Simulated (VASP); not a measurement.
Wanted: the native input for a VASP 6.6.1 run.

```yaml
Task: single point
Functional: PBE
Potentials_or_basis: VASP PAW PBE potentials, release 64 (Pt, K_sv)
Cutoff: 520 eV
k_mesh: 10 × 10 × 5
Occupations: fermi-dirac, width 0.05 eV
Spin: no spin polarisation
Dipole_correction: no
Further_INCAR_settings: ALGO = Fast; EDIFF = 1e-07; NBANDS = 16
```

The structure of KPt lies in POSCAR:

```
KPt
1.0
    3.0008472788      0.0000000000      0.0000000000
   -1.5004236394      2.5988099763      0.0000000000
    0.0000000000      0.0000000000      5.3455780000
Pt K
1 1
Direct
    0.6666666667      0.3333333333      0.0000000000
    0.0000000000      0.0000000000      0.5000000000
```

The input as run:

INCAR

```
SYSTEM = KPt
PREC = Accurate
ENCUT = 520
EDIFF = 1E-7
ISMEAR = -1
SIGMA = 0.05
LREAL = .FALSE.
LASPH = .TRUE.
NELM = 100
ALGO = Fast
ISIF = 2
LWAVE = .FALSE.
LCHARG = .TRUE.
GGA = PE
LELF = .TRUE.
LVHAR = .TRUE.
NBANDS = 16
```

KPOINTS

```
Automatic mesh
0
G
  10 10 5
  0 0 0
```

Potentials or basis: VASP PAW PBE potentials, release 64 (Pt, K_sv).

Command:

```bash
$ cat potpaw_PBE.64/Pt/POTCAR potpaw_PBE.64/K_sv/POTCAR > POTCAR
$ mpirun -np 1 vasp_std > vasp.out
```

Results of the run:

- Pressure: 0.5 GPa

Run time: 47 s on 1 thread of Intel(R) Xeon(R) Platinum 8259CL CPU @ 2.50GHz (Skylake/Cascade Lake), on a shared host, peak memory 0.17 GiB.
